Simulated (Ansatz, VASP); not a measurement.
## CsCdCl3: VASP beside Ansatz

```
Cs Cd Cl
1.0
     5.35600    0.00000    0.00000
     0.00000    5.35600    0.00000
     0.00000    0.00000    5.27800
Cs Cd Cl
1 1 3
Direct
  0.00000 0.00000 0.00000
  0.50000 0.50000 0.50000
  0.00000 0.50000 0.50000
  0.50000 0.00000 0.50000
  0.50000 0.50000 0.00000
```

Change from the starting cell: strain +0.030 along x and y, +0.015 along z, atoms carried along.

Alike in both runs: task single point; functional LDA; k mesh 6 × 6 × 6; occupations gaussian, width 0.05 eV; no spin polarisation.

```csv
,VASP,Ansatz
version,VASP 6.6.1,Ansatz 0.2.0
potentials or method,"VASP PAW LDA potentials, release 64 (Cs_sv, Cd, Cl), cutoff 520 eV","scalar-relativistic, plane waves, PAW"
valence electrons in the cell,42,50
```

```csv
,VASP,Ansatz,Ansatz less VASP
gap on the k mesh at the Fermi level (eV),1.39,1.37,-0.026
least direct gap on the mesh (eV),1.81,1.79,-0.022
pressure (GPa),-3.7,-3.9,-0.14
"traceless stress, the component that is largest in VASP (GPa)",0.28,0.26,-0.015
```

LDA's correlation is that of Perdew and Zunger in VASP and of Perdew and Wang (1992) in Ansatz. VASP's potentials hold 42 valence electrons a cell and Ansatz's 50, so a difference there can come from the potentials and not from the codes.

Neither program's run includes spin-orbit coupling.
